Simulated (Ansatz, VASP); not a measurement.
## Two plane-wave programs on TiCo

```
CELL_PARAMETERS angstrom
2.98611 0.00000 0.00000
0.00000 2.98611 0.00000
0.00000 0.00000 2.98611
ATOMIC_POSITIONS crystal
Co 0.50000 0.50000 0.50000
Ti 0.00000 0.00000 0.00000
```

Alike in both runs: task single point; functional PBE; k mesh 8 × 8 × 8; occupations fermi-dirac, width 0.05 eV; collinear spin; fixed moment 3 μB.

|  | VASP | Ansatz |
| --- | --- | --- |
| version | VASP 6.6.1 | Ansatz 0.2.0 |
| potentials or method | VASP PAW PBE potentials, release 64 (Co_sv, Ti_sv) | Ansatz PAW |
| plane-wave cutoff (eV) | 600 | 420 |
| valence electrons in the cell | 29 | 29 |

VASP gave:

* pressure (GPa): 10.1
* net moment per atom (μB): 1.50
* size of the moment on the site where the two differ most (μB): 1.75

Task: Estimate Ansatz's values.

Result: Pressure (GPa): 11.9; net moment per atom (μB): 1.50; size of the moment on the site where the two differ most (μB): 1.86.

Site moments also hang on the region over which each program counts them. The functional is the same, so the differences come from potentials, cutoffs and numerics.
